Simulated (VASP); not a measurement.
Zr3S2: single point with PBE

Crystal: Zr3S2.

```
CELL_PARAMETERS angstrom
2.89512 1.67150 3.48042
-2.89512 1.67150 3.48042
0.00000 -3.34300 3.48042
ATOMIC_POSITIONS crystal
Zr 0.16208 0.83792 0.50000
Zr 0.50000 0.16208 0.83792
Zr 0.83792 0.50000 0.16208
S 0.33479 0.33479 0.33479
S 0.66521 0.66521 0.66521
```

```yaml
Program: VASP 6.6.1
Task: single point
Functional: PBE
Potentials_or_basis: VASP PAW PBE potentials, release 64 (Zr_sv, S)
Cutoff: 520 eV
k_mesh: 12 × 12 × 12
Occupations: gaussian, width 0.1 eV
Spin: no spin polarisation
```

```json
{
  "Pressure": "0.0 GPa",
  "Largest force": "0.004 eV/Å",
  "Band gap on the k mesh": "zero (bands 24 and 25 overlap by 0.34 eV)"
}
```

Forces on the atoms (eV/Å):
```
Zr  -0.003  0.000  0.000
Zr   0.001 -0.003  0.000
Zr   0.001  0.003  0.000
S    0.000  0.000  0.004
S    0.000  0.000 -0.004
```

Levels at points of the mesh, in eV from the Fermi level:
```csv
k point,band 22,band 23,band 24,band 25,band 26,band 27
"(0.00, 0.00, 0.00)",-1.83,0.11,0.11,0.70,0.70,2.02
"(0.50, 0.00, 0.00)",-1.12,-0.85,-0.66,-0.12,1.03,1.78
"(0.50, 0.50, 0.00)",-1.21,-0.82,-0.28,-0.03,0.92,1.92
"(0.50, 0.50, 0.50)",-0.38,-0.17,-0.17,0.34,0.34,1.08
```

Wall time 3.3 min on 1 thread of Intel(R) Xeon(R) 6975P-C (Granite Rapids), with other jobs on the host, peak memory 0.54 GiB.
